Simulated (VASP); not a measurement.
Here is a VASP 6.6.1 calculation.

The input INCAR:

```
PREC = Accurate
ENCUT = 520
EDIFF = 1E-6
ISMEAR = -1
SIGMA = 0.1
LREAL = False
LASPH = True
NELM = 100
ALGO = Normal
ISIF = 2
LWAVE = False
LCHARG = False
GGA = RE
NBANDS = 14
```

File KPOINTS:

```
regular mesh
0
Gamma
  11 11 16
```

Contents of POSCAR:

```
P
1.0
    4.4724306553      0.0000000000      0.0000000000
   -2.2362153277      3.8732385641      0.0000000000
    0.0000000000      0.0000000000      2.5193022045
P
3
Direct
    0.0000000000      0.0000000000      0.0000000000
    0.3333333333      0.6666666667      0.5000000000
    0.6666666667      0.3333333333      0.5000000000
```

Potentials or basis: VASP PAW PBE potentials, release 64 (P).

Run with:

```bash
$ cat potpaw_PBE.64/P/POTCAR > POTCAR
$ mpirun -np 1 vasp_std > vasp.out
```

Task: What does it give for the pressure?

Result: -0.6 GPa.

Stress tensor (GPa, compression positive):
```
-0.41  0.00  0.00
 0.00 -0.41  0.00
 0.00  0.00 -1.05
```

Caveat: the PAW data sets were made with another functional, which shifts forces and pressure a little.
